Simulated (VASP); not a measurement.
# InAs (F-43m) in VASP: notebook

The runs below take InAs through single point, relaxation of cell and atoms, with PBEsol.

Everything below comes from runs of VASP 6.6.1. Logs are shortened: lines on timing, memory, paths and dates and some standing lists are left out, and cuts for length are marked.

## 1. The cell of the first run

Symmetry: F-43m, No. 216, cubic system. The conventional cell has a = 6.088 Å, b = 6.088 Å, c = 6.088 Å, α = 90.00°, β = 90.00°, γ = 90.00°. In (site symmetry -43m) has 4 As at 2.64 Å within 3.5 Å. As (site symmetry -43m) has 4 In at 2.64 Å within 3.5 Å.

## 2. Single point, PBEsol

Contents of INCAR:

```
SYSTEM = InAs
PREC = Accurate
ENCUT = 520
EDIFF = 1E-7
ISMEAR = -1
SIGMA = 0.1
LREAL = .False.
LASPH = .True.
NELM = 80
ALGO = Normal
ISIF = 2
LWAVE = .False.
LCHARG = .True.
GGA = PS
LELF = .True.
LVHAR = .True.
NBANDS = 16
```

Contents of KPOINTS:

```
Automatic mesh
0
Gamma
  12 12 12
  0 0 0
```

Contents of POSCAR:

```
InAs
1.0
    0.0000000000      3.0439245815      3.0439245815
    3.0439245815      0.0000000000      3.0439245815
    3.0439245815      3.0439245815      0.0000000000
In As
1 1
Direct
    0.0000000000      0.0000000000      0.0000000000
    0.7500000000      0.7500000000      0.7500000000
```

Potentials or basis: VASP PAW PBE potentials, release 64 (In_d, As).

Started as:

```
$ cat potpaw_PBE.64/In_d/POTCAR potpaw_PBE.64/As/POTCAR > POTCAR
$ mpirun -np 1 vasp_std > vasp.out
```

OUTCAR:

```text
SYSTEM = InAs
   PREC = Accurate
   ENCUT = 520
   EDIFF = 1E-7
   ISMEAR = -1
   LREAL = .False.
   LASPH = .True.
   NELM = 80
   ISIF = 2
   GGA = PS

 ion  position               nearest neighbor table
   1  0.000  0.000  0.000-   2 2.64   2 2.64   2 2.64   2 2.64
   2  0.750  0.750  0.750-   1 2.64   1 2.64   1 2.64   1 2.64

  LATTYP: Found a face centered cubic cell.
 ALAT       =     6.0878491630

  Lattice vectors:

 A1 = (   0.0000000000,   3.0439245815,   3.0439245815)
 A2 = (   3.0439245815,   0.0000000000,   3.0439245815)
 A3 = (   3.0439245815,   3.0439245815,   0.0000000000)

Analysis of symmetry for initial positions (statically):
=====================================================================
 Subroutine PRICEL returns:
 Original cell was already a primitive cell.

 Routine SETGRP: Setting up the symmetry group for a
 face centered cubic supercell.

 Subroutine GETGRP returns: Found 24 space group operations
 (whereof 24 operations were pure point group operations)
 out of a pool of 48 trial point group operations.

The static configuration has the point symmetry T_d .

Analysis of symmetry for dynamics (positions and initial velocities):
=====================================================================
 Subroutine PRICEL returns:
 Original cell was already a primitive cell.

 Routine SETGRP: Setting up the symmetry group for a
 face centered cubic supercell.

 Subroutine GETGRP returns: Found 24 space group operations
 (whereof 24 operations were pure point group operations)
 out of a pool of 48 trial point group operations.

The dynamic configuration has the point symmetry T_d .

 Subroutine INISYM returns: Found 24 space group operations
 (whereof 24 operations are pure point group operations),
 and found     1 'primitive' translations

----------------------------------------------------------------------------------------

                                     Primitive cell

  volume of cell :      56.4068

  direct lattice vectors                    reciprocal lattice vectors
     0.000000000  3.043924581  3.043924581    -0.164261626  0.164261626  0.164261626
     3.043924581  0.000000000  3.043924581     0.164261626 -0.164261626  0.164261626
     3.043924581  3.043924581  0.000000000     0.164261626  0.164261626 -0.164261626

  length of vectors
[... 79 lines left out ...]
   LASPH  =      T    aspherical Exc in radial PAW
   ENCUT  =  520.0 eV  38.22 Ry    6.18 a.u.   8.00  8.00  8.00*2*pi/ulx,y,z
   NELM   =     80;   NELMIN=  2; NELMDL= -5     # of ELM steps
   EDIFF  = 0.1E-06   stopping-criterion for ELM
   LREAL  =      F    real-space projection
   EDIFFG = 0.1E-05   stopping-criterion for IOM
   NSW    =      0    number of steps for IOM
   IBRION =     -1    ionic relax: 0-MD 1-quasi-New 2-CG
   NFREE  =      0    steps in history (QN), initial steepest desc. (CG)
   ISIF   =      2    stress and relaxation
   ISYM   =      2    0-nonsym 1-usesym 2-fastsym
   POTIM  = 0.5000    time-step for ionic-motion
   TEBEG  =    0.0;   TEEND  =   0.0 temperature during run
   PSTRESS=    0.0 pullay stress
   NELECT =      18.0000    total number of electrons
   NUPDOWN=      -1.0000    fix difference up-down
   EMIN   =  10.00;   EMAX   =-10.00  energy-range for DOS
   EFERMI =   0.00;   METHOD = LEGACY
   ISMEAR =    -1;   SIGMA  =   0.10  broadening in eV -4-tet -1-fermi 0-gaus
   EFERMI_NEDOS =   21; number of points for ismear=-14 and -15
   IALGO  =     38    algorithm
   IMIX   =      4    mixing-type and parameters
     AMIX     =   0.40;   BMIX     =  1.00
     AMIX_MAG =   1.60;   BMIX_MAG =  1.00
  volume/ion in A,a.u.               =      28.20       190.33
  Fermi-wavevector in a.u.,A,eV,Ry     =   1.118721  2.114076 17.028189  1.251537
  Thomas-Fermi vector in A             =   2.255354
   LORBIT       =      0    0 simple, 1 ext, 2 COOP (PROOUT), +10 PAW based schemes
   GGA     = PS    functional components
   LHFCALC =     F    Hartree Fock is set to
   AEXX    =    0.0000 exact exchange contribution
   IVDW    =     0    specifies the selected vdW correction
   LEPSILON=     F    determine dielectric tensor
   LRPA    =     F    only Hartree local field effects (RPA)
 non-spin polarized calculation
  energy-cutoff  :      520.00
  volume of cell :       56.41
 maximum number of plane-waves:      1540
   NGX = 17   NGY = 17   NGZ = 17

 number of electron      17.9999992 magnetization

 Free energy of the ion-electron system (eV)
  ---------------------------------------------------
  ext. energy  EPLUGINS =         0.00000000
  ---------------------------------------------------
  free energy    TOTEN  =        -8.49106620 eV

  energy without entropy =       -8.49028654  energy(sigma->0) =       -8.49067637

 E-fermi :   4.4437     XC(G=0):  -9.1964

 val. band max:        4.1705200407   @ k =   0.0000   0.0000   0.0000
 cond. band min:       4.8843904426   @ k =   0.0833   0.0000   0.0000
 fundamental gap:      0.7138704019
 Fermi energy:         4.4436759025

 k-point     1 :       0.0000    0.0000    0.0000
  band No.  band energies     occupation
      1     -10.1206      2.00000
      2     -10.1206      2.00000
      3     -10.1206      2.00000
      4     -10.0008      2.00000
      5     -10.0008      2.00000
      6      -7.5904      2.00000
[... 433 lines left out ...]
      3     -10.0792      2.00000
      4     -10.0002      2.00000
      5      -9.9950      2.00000
      6      -6.0222      2.00000
[... 8 lines left out ...]
     15      13.7487      0.00000
     16      14.1254      0.00000

 [... further k-points ...]

------------------------ aborting loop because EDIFF is reached ----------------------------------------

  FORCE on cell =-STRESS in cart. coord.  units (eV):
  Direction    XX          YY          ZZ          XY          YZ          ZX
  --------------------------------------------------------------------------------------
  -------------------------------------------------------------------------------------
  Total        0.0232036      0.0232036      0.0232036     -0.0000000     -0.0000000     -0.0000000
  in kB        0.6590754      0.6590754      0.6590754     -0.0000000     -0.0000000     -0.0000000
  external PRESSURE =       0.6590754 kB  Pullay stress =       0.0000000 kB

 VOLUME and BASIS-vectors are now :
 -----------------------------------------------------------------------------
  energy-cutoff  :      520.00
  volume of cell :       56.41
      direct lattice vectors                 reciprocal lattice vectors
     0.000000000  3.043924581  3.043924581    -0.164261626  0.164261626  0.164261626
     3.043924581  0.000000000  3.043924581     0.164261626 -0.164261626  0.164261626
     3.043924581  3.043924581  0.000000000     0.164261626  0.164261626 -0.164261626

 POSITION                                       TOTAL-FORCE (eV/Angst)
 -----------------------------------------------------------------------------------
      0.00000      0.00000      0.00000         0.000000     -0.000000      0.000000
      4.56589      4.56589      4.56589        -0.000000      0.000000     -0.000000
 -----------------------------------------------------------------------------------
    total drift:                                0.000000      0.000000      0.000000

  FREE ENERGIE OF THE ION-ELECTRON SYSTEM (eV)
  ---------------------------------------------------
  free  energy   TOTEN  =        -8.4910662014 eV

  energy  without entropy=       -8.4902865374  energy(sigma->0) =       -8.49067637
```

stdout:

```text
POSCAR found type information on POSCAR InAs
 POSCAR found :  2 types and       2 ions
 scaLAPACK will be used
 -----------------------------------------------------------------------------
|                                                                             |
|                                                                             |
|     You enforced a specific xc type in the INCAR file but a different       |
|     I HOPE YOU KNOW WHAT YOU ARE DOING!                                     |
|                                                                             |
 -----------------------------------------------------------------------------

 LDA part: xc-table for (Slater+PW92), standard interpolation
 POSCAR, INCAR and KPOINTS ok, starting setup
 FFT: planning ... GRIDC
 FFT: planning ... GRID_SOFT
 FFT: planning ... GRID
 WAVECAR not read
 entering main loop
```

Wall time 39 s (1 thread of AMD EPYC 9R45 (Zen 5), shared host); peak memory 0.19 GiB.

Results:

| Quantity | Value |
| --- | --- |
| Free energy | -8.4911 eV |
| Pressure | 0.1 GPa |
| Band gap on the k mesh | zero (filled and empty bands touch) |

Levels at points of the mesh, in eV from the Fermi level:
```
           k point  band 5  band 6  band 7  band 8  band 9  band 10  band 11  band 12  band 13  band 14
(0.00, 0.00, 0.00)  -14.44  -12.03   -0.66   -0.27   -0.27    -0.27     3.57     3.57     3.57     6.98
(0.50, 0.00, 0.00)  -14.44  -10.61   -5.99   -1.24   -1.24     0.56     4.34     4.34     6.42     8.53
(0.50, 0.50, 0.00)  -14.42  -10.09   -6.07   -2.55   -2.55     1.20     1.70     8.67     8.81     8.81
```

Caveat: the PAW data sets were made with another functional, which shifts forces and pressure a little; spin-orbit coupling is left out, which moves the levels of the heavy elements.

## 3. Relaxation of cell and atoms, PBEsol

This run uses another cell than the first one, of 27.49 Å³/atom, 0.975 times its volume.

Contents of INCAR:

```
  ALGO = Normal
  EDIFF = 1E-6
  EDIFFG = -0.002
  ENCUT = 600
  GGA = PS
  IBRION = 2
  ISIF = 3
  ISMEAR = -1
  LASPH = T
  LCHARG = F
  LREAL = F
  LWAVE = F
  NELM = 100
  NSW = 100
  PREC = Accurate
  SIGMA = 0.1
```

Contents of KPOINTS:

```
k-points
0
Gamma
  12 12 12
```

Contents of POSCAR:

```
InAs
1.0
    0.0000000000      3.0180000000      3.0180000000
    3.0180000000      0.0000000000      3.0180000000
    3.0180000000      3.0180000000      0.0000000000
In As
1 1
Direct
    0.0000000000      0.0000000000      0.0000000000
    0.7500000000      0.7500000000      0.7500000000
```

Potentials or basis: VASP PAW PBE potentials, release 64 (In_d, As).

Started as:

```
$ cat potpaw_PBE.64/In_d/POTCAR potpaw_PBE.64/As/POTCAR > POTCAR
$ mpirun -np 1 vasp_std > vasp.out
```

OUTCAR:

```text
EDIFF = 1E-6
   EDIFFG = -0.002
   ENCUT = 600
   GGA = PS
   IBRION = 2
   ISIF = 3
   ISMEAR = -1
   LASPH = T
   LREAL = F
   NELM = 100
   NSW = 100
   PREC = Accurate

 ion  position               nearest neighbor table
   1  0.000  0.000  0.000-   2 2.61   2 2.61   2 2.61   2 2.61
   2  0.750  0.750  0.750-   1 2.61   1 2.61   1 2.61   1 2.61

  LATTYP: Found a face centered cubic cell.
 ALAT       =     6.0360000000

  Lattice vectors:

 A1 = (   0.0000000000,   3.0180000000,   3.0180000000)
 A2 = (   3.0180000000,   0.0000000000,   3.0180000000)
 A3 = (   3.0180000000,   3.0180000000,   0.0000000000)

Analysis of symmetry for initial positions (statically):
=====================================================================
 Subroutine PRICEL returns:
 Original cell was already a primitive cell.

 Routine SETGRP: Setting up the symmetry group for a
 face centered cubic supercell.

 Subroutine GETGRP returns: Found 24 space group operations
 (whereof 24 operations were pure point group operations)
 out of a pool of 48 trial point group operations.

The static configuration has the point symmetry T_d .

Analysis of symmetry for dynamics (positions and initial velocities):
=====================================================================
 Subroutine PRICEL returns:
 Original cell was already a primitive cell.

 Routine SETGRP: Setting up the symmetry group for a
 face centered cubic supercell.

 Subroutine GETGRP returns: Found 24 space group operations
[... 149 lines left out ...]
  ---------------------------------------------------
  free energy    TOTEN  =        -8.48381185 eV

  energy without entropy =       -8.48311754  energy(sigma->0) =       -8.48346469

 E-fermi :   4.7021     XC(G=0):  -9.3083

 val. band max:        4.4276922425   @ k =   0.0000   0.0000   0.0000
 cond. band min:       5.2159400926   @ k =   0.0833   0.0000   0.0000
 fundamental gap:      0.7882478500
 Fermi energy:         4.7021263551

 k-point     1 :       0.0000    0.0000    0.0000
  band No.  band energies     occupation
      1      -9.9157      2.00000
      2      -9.9157      2.00000
      3      -9.9157      2.00000
      4      -9.7853      2.00000
      5      -9.7853      2.00000
      6      -7.4986      2.00000
      7       4.1727      1.99001
      8       4.4277      1.87919
      9       4.4277      1.87919
     10       4.4277      1.87919
     11       8.2864      0.00000
     12       8.2864      0.00000
     13       8.2864      0.00000
[... 439 lines left out ...]
--------------------------------------- Ionic step        3  -------------------------------------------

 number of electron      18.0000003 magnetization

 Free energy of the ion-electron system (eV)
  ---------------------------------------------------
  ext. energy  EPLUGINS =         0.00000000
  ---------------------------------------------------
  free energy    TOTEN  =        -8.49124491 eV

  energy without entropy =       -8.49045896  energy(sigma->0) =       -8.49085193

 E-fermi :   4.4289     XC(G=0):  -9.1900

 val. band max:        4.1559040760   @ k =   0.0000   0.0000   0.0000
 cond. band min:       4.8655913996   @ k =   0.0833   0.0000   0.0000
 fundamental gap:      0.7096873236
 Fermi energy:         4.4288853872

 k-point     1 :       0.0000    0.0000    0.0000
  band No.  band energies     occupation
      1     -10.1326      2.00000
      2     -10.1326      2.00000
      3     -10.1326      2.00000
      4     -10.0134      2.00000
      5     -10.0134      2.00000
      6      -7.5958      2.00000
      7       3.7641      1.99741
      8       4.1559      1.87753
      9       4.1559      1.87753
     10       4.1559      1.87753
     11       8.0029      0.00000
     12       8.0029      0.00000
     13       8.0029      0.00000
[... 397 lines left out ...]
  FREE ENERGIE OF THE ION-ELECTRON SYSTEM (eV)
  ---------------------------------------------------
  free  energy   TOTEN  =        -8.4912449063 eV

  energy  without entropy=       -8.4904589634  energy(sigma->0) =       -8.49085193

 reached required accuracy - stopping structural energy minimisation
```

CONTCAR:

```text
InAs
   1.00000000000000
    -0.0000000000000000    3.0454188197409642    3.0454188197409642
     3.0454188197409642    0.0000000000000000    3.0454188197409642
     3.0454188197409642    3.0454188197409642    0.0000000000000000
  In              As
     1     1
Direct
     0.0000000000000000    0.0000000000000000    0.0000000000000000
     0.7500000000000000    0.7500000000000000    0.7500000000000000

  0.00000000E+00  0.00000000E+00  0.00000000E+00
  0.00000000E+00  0.00000000E+00  0.00000000E+00
```

Run time: 92 s. Hardware: 1 thread of AMD EPYC 9R45 (Zen 5), shared host; peak memory 0.23 GiB.

Results:

```
Free energy                            : -8.4912 eV
Relaxed volume                         : 28.24 Å³/atom
Relaxed cell                           : a = 4.307 Å, b = 4.307 Å, c = 4.307 Å, α = 60.00°, β = 60.00°, γ = 60.00°
Space group after relaxing (to 0.05 Å) : F-43m (No. 216)
Energy gained by relaxing              : 3.7 meV/atom
Ionic steps                            : 3
Pressure after relaxing                : 0.0 GPa
Band gap on the k mesh                 : zero (filled and empty bands touch)
```

The path:
| step | energy change (eV) | largest force (eV/Å) | pressure (GPa) | volume (Å³) |
| --- | --- | --- | --- | --- |
| 1 | 0.0000 | 0.0000 | 1.61 | 54.98 |
| 2 | -0.0059 | 0.0000 | -0.70 | 57.21 |
| 3 | -0.0074 | 0.0000 | 0.01 | 56.49 |

Final structure:
```xyz
2
Lattice="0.0000 3.0454 3.0454 3.0454 0.0000 3.0454 3.0454 3.0454 0.0000" Properties=species:S:1:pos:R:3 pbc="T T T"
In    0.0000    0.0000    0.0000
As    4.5681    4.5681    4.5681
```

Caveat: the PAW data sets were made with another functional, which shifts forces and pressure a little; spin-orbit coupling is left out, which moves the levels of the heavy elements. Zero-point motion and thermal expansion aren't in these numbers.
